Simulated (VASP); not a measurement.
Wanted: the native input for a VASP 6.6.1 run.

```yaml
Task: relaxation of cell and atoms
Functional: PBE
Potentials_or_basis: VASP PAW PBE potentials, release 64 (Mg, Zr_sv, N)
Cutoff: 600 eV
k_mesh: 6 × 6 × 6
Occupations: gaussian, width 0.1 eV
Spin: no spin polarisation
Dipole_correction: no
Further_INCAR_settings: ALGO = Normal; EDIFF = 1e-07; IBRION = 2; EDIFFG = -0.04; NSW = 90; ISIF = 3
```

The structure of Mg3ZrN2 lies in POSCAR:

```
Mg3ZrN2
1.0
   -2.2216148075      2.2216148075      4.4997677553
    2.2216148075     -2.2216148075      4.4997677553
    2.2216148075      2.2216148075     -4.4997677553
Mg Zr N
3 1 2
Direct
    0.7500000000      0.2500000000      0.5000000000
    0.2500000000      0.7500000000      0.5000000000
    0.5000000000      0.5000000000      0.0000000000
    0.0000000000      0.0000000000      0.0000000000
    0.5000000000      0.0000000000      0.5000000000
    0.0000000000      0.5000000000      0.5000000000
```

The input as run:

INCAR

```
PREC = Accurate
ENCUT = 600
EDIFF = 1E-7
ISMEAR = 0
SIGMA = 0.1
LREAL = F
LASPH = T
NELM = 80
ALGO = Normal
ISIF = 3
LWAVE = F
LCHARG = F
GGA = PE
IBRION = 2
NSW = 90
EDIFFG = -0.04
```

KPOINTS

```
regular mesh
0
Gamma
  6 6 6
```

Potentials or basis: VASP PAW PBE potentials, release 64 (Mg, Zr_sv, N).

Run with:

```sh
$ cat potpaw_PBE.64/Mg/POTCAR potpaw_PBE.64/Zr_sv/POTCAR potpaw_PBE.64/N/POTCAR > POTCAR
$ mpirun -np 1 vasp_std > vasp.out
```

It gave:

| Property | Result |
| --- | --- |
| Relaxed volume | 14.75 Å³/atom |
| Relaxed cell | a = 5.486 Å, b = 5.486 Å, c = 5.486 Å, α = 132.33°, β = 132.33°, γ = 69.70° |
| Space group after relaxing (to 0.05 Å) | I4/mmm (No. 139) |
| Energy gained by relaxing | 0.1 meV/atom |
| Ionic steps | 2 |
| Pressure after relaxing | 0.3 GPa |
| Band gap on the k mesh | zero (band 14 reaches 5.83 eV, above the bottom of band 15 at 4.97 eV) |

Run time: 2.1 min on 1 thread of AMD EPYC 9R45 96-Core Processor (Zen 5) (shared host), peak memory 0.34 GiB.
